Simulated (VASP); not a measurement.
**Ga: relaxation of shape and atoms at fixed volume with PBE**

The system is Ga.

```
Ga
1.0
     2.59772    0.00000    0.00000
    -1.29886    2.24969    0.00000
     0.00000    0.00000    2.48688
Ga
1
Direct
  0.00000 0.00000 0.00000
```

```json
{"Program": "VASP 6.6.1", "Task": "relaxation of shape and atoms at fixed volume", "Functional": "PBE", "Potentials or basis": "VASP PAW PBE potentials, release 64 (Ga_d)", "Cutoff": "600 eV", "k mesh": "17 × 17 × 15", "Occupations": "fermi-dirac, width 0.05 eV", "Spin": "no spin polarisation", "Dipole correction": "no", "Further INCAR settings": "ALGO = Normal; EDIFF = 1e-06; IBRION = 2; EDIFFG = -0.005; NSW = 50; ISIF = 4"}
```

- Energy gained by relaxing: 0.1 meV/atom
- Ionic steps: 3
- Pressure after relaxing: 29.2 GPa

Step by step:
| step | energy change (eV) | largest force (eV/Å) | pressure (GPa) | volume (Å³) |
| --- | --- | --- | --- | --- |
| 1 | 0.0000 | 0.0000 | 29.21 | 14.53 |
| 2 | -0.0001 | 0.0000 | 29.24 | 14.53 |
| 3 | -0.0001 | 0.0000 | 29.24 | 14.53 |

Final structure:
```
Ga
1.0
     2.59451    0.00000    0.00000
    -1.29725    2.24691    0.00000
     0.00000    0.00000    2.49305
Ga
1
Direct
  0.00000 0.00000 0.00000
```

Levels at points of the mesh, in eV from the Fermi level:
| k point | band 2 | band 3 | band 4 | band 5 | band 6 | band 7 | band 8 | band 9 | band 10 |
| --- | --- | --- | --- | --- | --- | --- | --- | --- | --- |
| (0.00, 0.00, 0.00) | -15.20 | -15.20 | -14.71 | -14.71 | -13.10 | 10.29 | 13.80 | 14.90 | 14.90 |

It took 29 s on 1 thread of Intel(R) Xeon(R) Platinum 8488C (Sapphire Rapids), on a shared host, peak memory 0.17 GiB.
